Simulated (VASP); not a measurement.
## MoS2: single point with PBEsol

Crystal: MoS2.

```
CELL_PARAMETERS angstrom
3.22746 0.00000 0.00000
-1.61373 2.79507 0.00000
0.00000 0.00000 6.31247
ATOMIC_POSITIONS crystal
Mo 0.00000 0.00000 0.50000
S 0.33333 0.66667 0.25532
S 0.66667 0.33333 0.74468
```

```json
{
 "Program": "VASP 6.6.1",
 "Task": "single point",
 "Functional": "PBEsol",
 "Potentials or basis": "VASP PAW PBE potentials, release 64 (Mo_sv, S)",
 "Cutoff": "520 eV",
 "k mesh": "11 × 11 × 5",
 "Occupations": "fermi-dirac, width 0.1 eV",
 "Spin": "no spin polarisation",
 "Dipole correction": "no",
 "Further INCAR settings": "ALGO = Normal; EDIFF = 1e-06; NBANDS = 20"
}
```

```json
{
  "Pressure": "-3.3 GPa",
  "Largest force": "0.021 eV/Å",
  "Band gap on the k mesh": "zero (bands 13 and 14 overlap by 0.68 eV)"
}
```

Forces on the atoms (eV/Å):
```
Mo   0.000  0.000  0.000
S    0.000  0.000 -0.021
S    0.000  0.000  0.021
```

Stress tensor (GPa, compression positive):
```
-4.49  0.00  0.00
 0.00 -4.49  0.00
 0.00  0.00 -0.85
```

Levels at points of the mesh, in eV from the Fermi level:
| k point | band 9 | band 10 | band 11 | band 12 | band 13 | band 14 | band 15 | band 16 | band 17 | band 18 |
| --- | --- | --- | --- | --- | --- | --- | --- | --- | --- | --- |
| (0.00, 0.00, 0.00) | -4.04 | -1.83 | -1.09 | -0.96 | -0.96 | -0.30 | -0.30 | 3.21 | 3.21 | 5.98 |

Wall time 45 s on 1 thread of Intel(R) Xeon(R) Platinum 8488C (Sapphire Rapids), on a shared host, peak memory 0.21 GiB.

Caveat: the cell stands under tension; the PAW data sets were made with another functional, which shifts forces and pressure a little; this functional lacks dispersion, which binds the layers, so the pressure and a relaxed spacing across them are unreliable.
